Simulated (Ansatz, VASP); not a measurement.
HfW2S6: VASP beside Ansatz

```
CELL_PARAMETERS angstrom
0.00000 4.66938 4.66938
4.66938 0.00000 4.66938
4.66938 4.66938 0.00000
ATOMIC_POSITIONS crystal
Hf 0.00000 0.00000 0.00000
W 0.75000 0.75000 0.75000
W 0.25000 0.25000 0.25000
S 0.50000 0.00000 0.00000
S 0.00000 0.50000 0.50000
S 0.00000 0.50000 0.00000
S 0.50000 0.00000 0.50000
S 0.00000 0.00000 0.50000
S 0.50000 0.50000 0.00000
```

Change from the starting cell: ordered vacancies on the A sites of perovskite (Fm-3m, No. 225).

Alike in both runs: task single point; functional PBE; k mesh 4 × 4 × 4; occupations gaussian, width 0.1 eV; collinear spin.

|  | VASP | Ansatz |
| --- | --- | --- |
| version | VASP 6.6.1 | Ansatz 0.2.0 |
| potentials or method | VASP PAW PBE potentials, release 64 (Hf_pv, W_sv, S), cutoff 520 eV | scalar-relativistic, plane waves, PAW |
| valence electrons in the cell | 74 | 90 |

```csv
,VASP,Ansatz,Ansatz less VASP
gap on the k mesh at the Fermi level (eV),none,none,-
pressure (GPa),-0.8,-0.7,+0.09
net moment per atom (μB),0.05,0.05,-0.001
size of the moment on the site where the two differ most (μB),0.37,0.38,+0.010
```

Site moments also hang on the region over which each program counts them. A gap of «none» marks a metal or a gap that the smearing closes. The functional is the same, so the differences come from potentials, cutoffs and numerics. VASP's potentials hold 74 valence electrons a cell and Ansatz's 90, so a difference there can come from the potentials and not from the codes. Ansatz's warnings: no starting moments.

Spin-orbit coupling is off throughout.
